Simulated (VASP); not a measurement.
Runs of VASP 6.6.1 on Hf. The structure is that of space group Fd-3m (No. 227), or close to it. The cells are those of the table. 

```tsv
task	spin	cell	k mesh	cutoff (eV)	gap on the mesh (eV)	pressure (GPa)
single point	off	a = 4.402 Å, angles 60.0°, 2 atoms	9 × 9 × 9	520	none	-0.3
single point	off	a = 4.219 Å, angles 60.0°, 2 atoms	10 × 10 × 10	520	none	(b)
single point	off	a = 4.282 Å, angles 60.0°, 2 atoms	10 × 10 × 10	520	none	2.7
single point	off	a = 4.572 Å, angles 60.0°, 2 atoms	10 × 10 × 10	520	none	(c)
single point	non-collinear, zero start, SOC	a = 4.402 Å, angles 60.0°, 2 atoms	9 × 9 × 9	520	-	-0.5
single point	off	a = 4.402 Å, angles 60.0°, 2 atoms	10 × 10 × 10	520	none	-0.2
relaxation of cell and atoms	off	relaxed from a = 4.405 Å, angles 60.0°, 2 atoms	9 × 9 × 9	600	none	0.0
single point	off	a = 4.343 Å, angles 60.0°, 2 atoms	10 × 10 × 10	520	none	1.1
single point	off	a = 4.402 Å, angles 60.0°, 2 atoms	14 × 14 × 14	520	none	-0.3
single point	off	a = 4.460 Å, angles 60.0°, 2 atoms	10 × 10 × 10	520	none	(a)
single point	off	a = 4.517 Å, angles 60.0°, 2 atoms	10 × 10 × 10	520	none	-2.4
```

Alike in all rows: level LDA; potentials or basis VASP PAW LDA potentials, release 64 (Hf_pv); smearing fermi-dirac 0.1 eV.

Q: Fill in the values left out.

A: (a) -1.4; (b) 4.7; (c) -3.2.

Caveats: spin-orbit coupling is left out, which moves the levels of the heavy elements (some runs).

A k mesh can miss the band edges, and rows without SOC leave out spin-orbit coupling on Hf.

A gap of «none» marks levels without a gap at the run's occupations.
